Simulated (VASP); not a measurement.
A run of VASP 6.6.1:

File INCAR:

```
SYSTEM = Ga
ALGO     = Normal         ! electronic algorithm
EDIFF    = 1E-7           ! SCF threshold, eV
ENCUT    = 520            ! plane-wave cutoff, eV
GGA      = PE             ! functional
ISIF     = 2              ! what is computed and relaxed
ISMEAR   = -1             ! smearing method
LASPH    = .True.         ! aspherical terms in the spheres
LCHARG   = .False.        ! write CHGCAR
LREAL    = .False.        ! projectors in reciprocal space
LWAVE    = .False.        ! write WAVECAR
NBANDS   = 20             ! bands
NELM     = 60             ! most SCF steps
PREC     = Accurate       ! precision mode
SIGMA    = 0.03           ! smearing width, eV
```

Contents of KPOINTS:

```
k-points
0
Gamma
  14 14 11
  0 0 0
```

POSCAR

```
Ga
1.0
    1.3830000000     -4.0265000000      0.0000000000
    1.3830000000      4.0265000000      0.0000000000
   -0.1174500000      0.0000000000      3.3632293000
Ga
2
Direct
    0.8690000000      0.1310000000      0.2500000000
    0.1310000000      0.8690000000      0.7500000000
```

Potentials or basis: VASP PAW PBE potentials, release 64 (Ga_d).

Run with:

```console
$ cat potpaw_PBE.64/Ga_d/POTCAR > POTCAR
$ mpirun -np 1 vasp_std > vasp.out
```

Hardware: 1 thread of Intel(R) Xeon(R) 6975P-C (Granite Rapids), with other jobs on the host.

Problem. How long does it take, and how much memory?

Solution. Run time: 2.2 min on 1 thread of Intel(R) Xeon(R) 6975P-C (Granite Rapids) (shared host), peak memory 0.44 GiB. Counts: scf iterations 12, k points 582.
